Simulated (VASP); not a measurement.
# SiC (F-43m) in VASP: single point with PBE

Aim: the single point of SiC with PBE.

Program: VASP 6.6.1. These are calculated values, not measurements. Logs are shortened: lines on timing, memory, paths and dates and some standing lists are left out, and cuts for length are marked.

## (1) The cell of the first run

It takes space group F-43m (No. 216, cubic). Conventional cell: a = 4.380 Å, b = 4.380 Å, c = 4.380 Å, α = 90.00°, β = 90.00°, γ = 90.00°. Si (site symmetry -43m) has 4 C at 1.90 Å within 2.5 Å. Within 2.5 Å of C (site symmetry -43m) lie 4 Si at 1.90 Å.

## (2) Single point, PBE

The input, INCAR:

```
  ALGO = Normal
  EDIFF = 1E-6
  ENCUT = 600
  GGA = PE
  GGA_COMPAT = F
  ISIF = 2
  ISMEAR = 0
  LASPH = T
  LCHARG = F
  LREAL = F
  LWAVE = F
  NBANDS = 11
  NELM = 120
  PREC = Accurate
  SIGMA = 0.02
```

The input, KPOINTS:

```
k-points
0
Gamma
  10 10 10
```

The input, POSCAR:

```
SiC
1.0
    0.0000000000      2.1898722492      2.1898722492
    2.1898722492      0.0000000000      2.1898722492
    2.1898722492      2.1898722492      0.0000000000
Si C
1 1
Direct
    0.0000000000      0.0000000000      0.0000000000
    0.2500000000      0.2500000000      0.2500000000
```

Potentials or basis: VASP PAW PBE potentials, release 64 (Si, C).

The run is started by

```sh
> cat potpaw_PBE.64/Si/POTCAR potpaw_PBE.64/C/POTCAR > POTCAR
> mpirun -np 1 vasp_std > vasp.out
```

OUTCAR:

```text
EDIFF = 1E-6
   ENCUT = 600
   GGA = PE
   ISIF = 2
   ISMEAR = 0
   LASPH = T
   LREAL = F
   NELM = 120
   PREC = Accurate

 ion  position               nearest neighbor table
   1  0.000  0.000  0.000-   2 1.90   2 1.90   2 1.90   2 1.90
   2  0.250  0.250  0.250-   1 1.90   1 1.90   1 1.90   1 1.90

  LATTYP: Found a face centered cubic cell.
 ALAT       =     4.3797444984

  Lattice vectors:

 A1 = (   0.0000000000,   2.1898722492,   2.1898722492)
 A2 = (   2.1898722492,   0.0000000000,   2.1898722492)
 A3 = (   2.1898722492,   2.1898722492,   0.0000000000)

Analysis of symmetry for initial positions (statically):
=====================================================================
 Subroutine PRICEL returns:
 Original cell was already a primitive cell.

 Routine SETGRP: Setting up the symmetry group for a
 face centered cubic supercell.

 Subroutine GETGRP returns: Found 24 space group operations
 (whereof 24 operations were pure point group operations)
 out of a pool of 48 trial point group operations.

The static configuration has the point symmetry T_d .

Analysis of symmetry for dynamics (positions and initial velocities):
=====================================================================
 Subroutine PRICEL returns:
 Original cell was already a primitive cell.

 Routine SETGRP: Setting up the symmetry group for a
 face centered cubic supercell.

 Subroutine GETGRP returns: Found 24 space group operations
 (whereof 24 operations were pure point group operations)
 out of a pool of 48 trial point group operations.

The dynamic configuration has the point symmetry T_d .

 Subroutine INISYM returns: Found 24 space group operations
 (whereof 24 operations are pure point group operations),
 and found     1 'primitive' translations

----------------------------------------------------------------------------------------

                                     Primitive cell

  volume of cell :      21.0032

  direct lattice vectors                    reciprocal lattice vectors
     0.000000000  2.189872249  2.189872249    -0.228323821  0.228323821  0.228323821
     2.189872249  0.000000000  2.189872249     0.228323821 -0.228323821  0.228323821
     2.189872249  2.189872249  0.000000000     0.228323821  0.228323821 -0.228323821

  length of vectors
     3.096947035  3.096947035  3.096947035     0.395468459  0.395468459  0.395468459

  position of ions in fractional coordinates (direct lattice)
     0.000000000  0.000000000  0.000000000
     0.250000000  0.250000000  0.250000000

  ion indices of the primitive-cell ions
   primitive index   ion index
                 1           1
                 2           2

----------------------------------------------------------------------------------------

 KPOINTS: k-points

Automatic generation of k-mesh.
 Grid dimensions read from file:
 generate k-points for:   10   10   10

 Generating k-lattice:

  Cartesian coordinates                     Fractional coordinates (reciprocal lattice)
    -0.022832382  0.022832382  0.022832382     0.100000000  0.000000000  0.000000000
     0.022832382 -0.022832382  0.022832382     0.000000000  0.100000000  0.000000000
     0.022832382  0.022832382 -0.022832382     0.000000000  0.000000000  0.100000000

  Length of vectors
     0.039546846  0.039546846  0.039546846

  Shift w.r.t. Gamma in fractional coordinates (k-lattice)
     0.000000000  0.000000000  0.000000000

 Subroutine IBZKPT returns following result:
 ===========================================

 Found     47 irreducible k-points:

 Following reciprocal coordinates:
            Coordinates               Weight
  0.000000  0.000000  0.000000      1.000000
  0.100000  0.000000  0.000000      8.000000
  0.200000  0.000000  0.000000      8.000000
  0.300000  0.000000  0.000000      8.000000
  0.400000  0.000000  0.000000      8.000000
  0.500000  0.000000  0.000000      4.000000
[... 16 lines left out ...]
  0.300000  0.300000  0.000000      6.000000
  0.400000  0.300000  0.000000     24.000000
 [... further k-points ...]
   k-points           NKPTS =     47   k-points in BZ     NKDIM =     47   number of bands    NBANDS=     11
   number of dos      NEDOS =    301   number of ions     NIONS =      2
   total plane-waves  NPLWV =  21952
   dimension x,y,z NGX =    28 NGY =   28 NGZ =   28
   dimension x,y,z NGXF=    56 NGYF=   56 NGZF=   56
   ions per type =               1   1
   NGX,Y,Z   is equivalent  to a cutoff of  15.03, 15.03, 15.03 a.u.
   NGXF,Y,Z  is equivalent  to a cutoff of  30.06, 30.06, 30.06 a.u.
 SYSTEM =  unknown system
   PREC   = accura    normal or accurate (medium, high low for compatibility)
   ISTART =      0    job   : 0-new  1-cont  2-samecut
   ICHARG =      2    charge: 1-file 2-atom 10-const
   ISPIN  =      1    spin polarized calculation?
   LNONCOLLINEAR =      F non collinear calculations
   LSORBIT =      F    spin-orbit coupling
   LASPH  =      T    aspherical Exc in radial PAW
   ENCUT  =  600.0 eV  44.10 Ry    6.64 a.u.   6.19  6.19  6.19*2*pi/ulx,y,z
   NELM   =    120;   NELMIN=  2; NELMDL= -5     # of ELM steps
   EDIFF  = 0.1E-05   stopping-criterion for ELM
   LREAL  =      F    real-space projection
   EDIFFG = 0.1E-04   stopping-criterion for IOM
   NSW    =      0    number of steps for IOM
   IBRION =     -1    ionic relax: 0-MD 1-quasi-New 2-CG
   NFREE  =      0    steps in history (QN), initial steepest desc. (CG)
   ISIF   =      2    stress and relaxation
   ISYM   =      2    0-nonsym 1-usesym 2-fastsym
   POTIM  = 0.5000    time-step for ionic-motion
   TEBEG  =    0.0;   TEEND  =   0.0 temperature during run
   PSTRESS=    0.0 pullay stress
   NELECT =       8.0000    total number of electrons
   NUPDOWN=      -1.0000    fix difference up-down
   EMIN   =  10.00;   EMAX   =-10.00  energy-range for DOS
   EFERMI =   0.00;   METHOD = LEGACY
   ISMEAR =     0;   SIGMA  =   0.02  broadening in eV -4-tet -1-fermi 0-gaus
   EFERMI_NEDOS =   21; number of points for ismear=-14 and -15
   IALGO  =     38    algorithm
   IMIX   =      4    mixing-type and parameters
     AMIX     =   0.40;   BMIX     =  1.00
     AMIX_MAG =   1.60;   BMIX_MAG =  1.00
  volume/ion in A,a.u.               =      10.50        70.87
  Fermi-wavevector in a.u.,A,eV,Ry     =   1.186705  2.242547 19.160655  1.408268
  Thomas-Fermi vector in A             =   2.322872
   LORBIT       =      0    0 simple, 1 ext, 2 COOP (PROOUT), +10 PAW based schemes
   GGA     = PE    functional components
   LHFCALC =     F    Hartree Fock is set to
   AEXX    =    0.0000 exact exchange contribution
   IVDW    =     0    specifies the selected vdW correction
   LEPSILON=     F    determine dielectric tensor
   LRPA    =     F    only Hartree local field effects (RPA)
 non-spin polarized calculation
 Gauss-broadening in eV      SIGMA  =   0.02
  energy-cutoff  :      600.00
  volume of cell :       21.00
 maximum number of plane-waves:       725
 NGX is ok and might be reduce to    28
   NGX = 13   NGY = 13   NGZ = 13

 number of electron       8.0000000 magnetization

 Free energy of the ion-electron system (eV)
  ---------------------------------------------------
  ext. energy  EPLUGINS =         0.00000000
  ---------------------------------------------------
  free energy    TOTEN  =       -15.06218779 eV

  energy without entropy =      -15.06218779  energy(sigma->0) =      -15.06218779

 E-fermi :   8.0343     XC(G=0): -11.2911

 val. band max:        7.9395539596   @ k =   0.0000   0.0000   0.0000
 cond. band min:       9.3106031426   @ k =   0.5000   0.5000   0.0000
 fundamental gap:      1.3710491830
 Fermi energy:         8.0343244384

 k-point     1 :       0.0000    0.0000    0.0000
  band No.  band energies     occupation
      1      -7.3468      2.00000
      2       7.9396      2.00000
      3       7.9396      2.00000
      4       7.9396      2.00000
      5      13.9982      0.00000
      6      15.1446      0.00000
      7      15.1446      0.00000
      8      15.1446      0.00000
      9      22.3600      0.00000
     10      22.3600      0.00000
     11      24.1899      0.00000

 k-point     2 :       0.1000    0.0000    0.0000
  band No.  band energies     occupation
      1      -7.1538      2.00000
      2       6.9330      2.00000
      3       7.8063      2.00000
      4       7.8063      2.00000
      5      14.2812      0.00000
      6      15.3857      0.00000
      7      15.3857      0.00000
      8      15.3994      0.00000
      9      21.4261      0.00000
     10      21.4261      0.00000
     11      24.0907      0.00000

 k-point     3 :       0.2000    0.0000    0.0000
  band No.  band energies     occupation
      1      -6.5834      2.00000
      2       4.8278      2.00000
      3       7.5006      2.00000
      4       7.5006      2.00000
      5      14.0114      0.00000
      6      15.7482      0.00000
      7      15.7482      0.00000
      8      16.5842      0.00000
      9      20.7660      0.00000
     10      20.7660      0.00000
     11      23.2145      0.00000

 k-point     4 :       0.3000    0.0000    0.0000
  band No.  band energies     occupation
      1      -5.6716      2.00000
      2       2.5378      2.00000
      3       7.1857      2.00000
      4       7.1857      2.00000
      5      13.6031      0.00000
      6      15.6302      0.00000
      7      15.6302      0.00000
      8      17.5759      0.00000
      9      21.5622      0.00000
     10      21.5622      0.00000
     11      22.9274      0.00000

 k-point     5 :       0.4000    0.0000    0.0000
  band No.  band energies     occupation
      1      -4.5470      2.00000
      2       0.5097      2.00000
      3       6.9676      2.00000
      4       6.9676      2.00000
      5      13.3309      0.00000
      6      15.2693      0.00000
      7      15.2693      0.00000
      8      17.8937      0.00000
      9      23.4554      0.00000
     10      23.4554      0.00000
     11      23.4943      0.00000
[... 211 lines left out ...]
 k-point    21 :      -0.3000    0.2000    0.0000
  band No.  band energies     occupation
      1      -4.3222      2.00000
      2       1.5707      2.00000
      3       4.1625      2.00000
      4       6.7750      2.00000
      5      13.4774      0.00000
      6      16.0718      0.00000
      7      16.6068      0.00000
      8      18.0866      0.00000
      9      20.5859      0.00000
     10      23.2358      0.00000
     11      26.8254      0.00000

 k-point    22 :      -0.2000    0.2000    0.0000
  band No.  band energies     occupation
      1      -5.3655      2.00000
      2       3.1624      2.00000
      3       4.7518      2.00000
      4       7.2925      2.00000
      5      14.4255      0.00000
      6      15.8198      0.00000
      7      16.2210      0.00000
      8      16.9759      0.00000
      9      19.4073      0.00000
     10      23.2140      0.00000
     11      26.9250      0.00000

 k-point    23 :       0.3000    0.3000    0.0000
  band No.  band energies     occupation
      1      -5.1022      2.00000
      2       3.5857      2.00000
      3       5.5988      2.00000
      4       5.5988      2.00000
      5      11.0841      0.00000
      6      13.4957      0.00000
      7      19.3279      0.00000
      8      19.3279      0.00000
      9      20.1788      0.00000
     10      24.9165      0.00000
     11      29.4715      0.00000

 k-point    24 :       0.4000    0.3000    0.0000
  band No.  band energies     occupation
      1      -4.2453      2.00000
      2       2.3763      2.00000
      3       4.8185      2.00000
      4       5.3386      2.00000
      5      10.7984      0.00000
      6      13.5026      0.00000
      7      19.4019      0.00000
      8      19.7306      0.00000
      9      21.5328      0.00000
     10      25.8799      0.00000
     11      28.9668      0.00000

 [... further k-points ...]
[... 5 lines left out ...]
  --------------------------------------------------------------------------------------
  -------------------------------------------------------------------------------------
  Total       -0.0242757     -0.0242757     -0.0242757      0.0000000      0.0000000      0.0000000
  in kB       -1.8518077     -1.8518077     -1.8518077      0.0000000      0.0000000      0.0000000
  external PRESSURE =      -1.8518077 kB  Pullay stress =       0.0000000 kB

 VOLUME and BASIS-vectors are now :
 -----------------------------------------------------------------------------
  energy-cutoff  :      600.00
  volume of cell :       21.00
      direct lattice vectors                 reciprocal lattice vectors
     0.000000000  2.189872249  2.189872249    -0.228323821  0.228323821  0.228323821
     2.189872249  0.000000000  2.189872249     0.228323821 -0.228323821  0.228323821
     2.189872249  2.189872249  0.000000000     0.228323821  0.228323821 -0.228323821

 POSITION                                       TOTAL-FORCE (eV/Angst)
 -----------------------------------------------------------------------------------
      0.00000      0.00000      0.00000        -0.000000     -0.000000     -0.000000
      1.09494      1.09494      1.09494         0.000000      0.000000      0.000000
 -----------------------------------------------------------------------------------
    total drift:                               -0.000000     -0.000000     -0.000000

  FREE ENERGIE OF THE ION-ELECTRON SYSTEM (eV)
  ---------------------------------------------------
  free  energy   TOTEN  =       -15.0621877861 eV

  energy  without entropy=      -15.0621877861  energy(sigma->0) =      -15.06218779
```

Run time: 17 s. Hardware: 1 thread of Intel Xeon 8259CL, shared host; peak memory 0.15 GiB.

Results:

```
Free energy            : -15.0622 eV
Pressure               : -0.2 GPa
Band gap on the k mesh : 1.37 eV (least direct gap 4.53 eV)
```

A k mesh can miss the band edges.
